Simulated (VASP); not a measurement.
MgS: single point with r2SCAN

Crystal: MgS.

```xyz
2
Lattice="0.0000 2.9158 2.7039 2.9158 0.0000 2.7039 2.9158 2.9158 0.0000" Properties=species:S:1:pos:R:3 pbc="T T T"
Mg    0.0000    0.0000    0.0000
S     1.4579    1.4579    1.3519
```

This cell differs from its parent crystal: epitaxial xy strain +3.0%.

| Property | Result |
| --- | --- |
| Program | VASP 6.6.1 |
| Task | single point |
| Functional | r2SCAN |
| Potentials or basis | VASP PAW PBE potentials, release 64 (Mg, S) |
| Cutoff | 520 eV |
| k mesh | 8 × 8 × 8 |
| Occupations | gaussian, width 0.01 eV |
| Spin | no spin polarisation |
| Dipole correction | no |
| Further INCAR settings | ALGO = Normal; EDIFF = 1e-06; NBANDS = 11 |

```yaml
Pressure: -1.2 GPa
Band_gap_on_the_k_mesh: 3.92 eV, direct
```

Stress tensor (GPa, compression positive):
```
-1.69  0.00  0.00
 0.00 -1.69  0.00
 0.00  0.00 -0.24
```

Levels at points of the mesh, in eV from the valence-band top:
```
           k point  band 1  band 2  band 3  band 4  band 5  band 6  band 7  band 8
(0.00, 0.00, 0.00)  -11.81   -0.17   -0.17    0.00    3.92    8.45    8.45    8.49
(0.50, 0.00, 0.00)  -11.13   -3.22   -0.62   -0.27    5.54    7.72    8.55    9.11
(0.50, 0.50, 0.00)  -10.84   -2.66   -1.39   -1.39    4.12    5.73   12.46   12.80
(0.50, 0.00, 0.50)  -10.96   -3.02   -1.04   -1.01    4.28    6.32   11.51   12.37
```

Run time: 120 s on 1 thread of Intel(R) Xeon(R) Platinum 8259CL CPU @ 2.50GHz (Skylake/Cascade Lake), on a shared host, peak memory 0.19 GiB.

Caveat: the cell differs from its parent crystal (epitaxial xy strain +3.0%); the PAW data sets were made with another functional, which shifts forces and pressure a little. A k mesh can miss the band edges.
